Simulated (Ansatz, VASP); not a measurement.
# One calculation of BAs, two programs

Contents of INCAR:

```
SYSTEM = BAs
PREC = Accurate
ENCUT = 520
EDIFF = 1E-8
ISMEAR = -1
SIGMA = 0.03
LREAL = .False.
LASPH = .True.
NELM = 100
ALGO = Normal
ISIF = 2
LWAVE = .False.
LCHARG = .False.
GGA = CA
LEFG = .True.
NBANDS = 11
```

The input KPOINTS:

```
regular mesh
0
Gamma
  15 15 15
  0 0 0
```

The input POSCAR:

```
BAs
1.0
    0.0000000000      2.3805116460      2.3805116460
    2.3805116460      0.0000000000      2.3805116460
    2.3805116460      2.3805116460      0.0000000000
B As
1 1
Direct
    0.0000000000      0.0000000000      0.0000000000
    0.7500000000      0.7500000000      0.7500000000
```

Input for Ansatz:

```yaml
crystal:
  lattice:
    - [0.0, 2.380511646, 2.380511646]
    - [2.380511646, 0.0, 2.380511646]
    - [2.380511646, 2.380511646, 0.0]
  atoms:
    - { symbol: B, position: [0.0, 0.0, 0.0] }
    - { symbol: As, position: [0.75, 0.75, 0.75] }
kpoints:
  mp_grid: { grid: [15, 15, 15] }
scf:
  occupations: { method: fermi_dirac, width: 0.03 }
hamiltonian:
  xc: lda
  pseudopotentials: { kind: paw }
output:
  forces: true
  stress: true
  eigenvalues: true
  efg: { contact_densities: true }
```

Change from the starting cell: volume scaled by 0.99, PAW files.

Alike in both runs: task electric field gradients; functional LDA; k mesh 15 × 15 × 15; occupations fermi-dirac, width 0.03 eV; no spin polarisation.

```csv
,VASP,Ansatz
version,VASP 6.6.1,Ansatz 0.2.0
potentials or method,"VASP PAW LDA potentials, release 64 (B, As)","PAW with Ansatz's default frozen-core files, scalar-relativistic"
plane-wave cutoff (eV),520,420
valence electrons in the cell,8,18
```

Ansatz gave:

```
gap on the k mesh at the Fermi level (eV) : 1.12
pressure (GPa)                            : -2.6
```

Which values does VASP return?

gap on the k mesh at the Fermi level (eV): 1.11; pressure (GPa): -1.7.

LDA's correlation is that of Perdew and Zunger in VASP and of Perdew and Wang (1992) in Ansatz. VASP's potentials hold 8 valence electrons a cell and Ansatz's 18, so a difference there can come from the potentials and not from the codes.
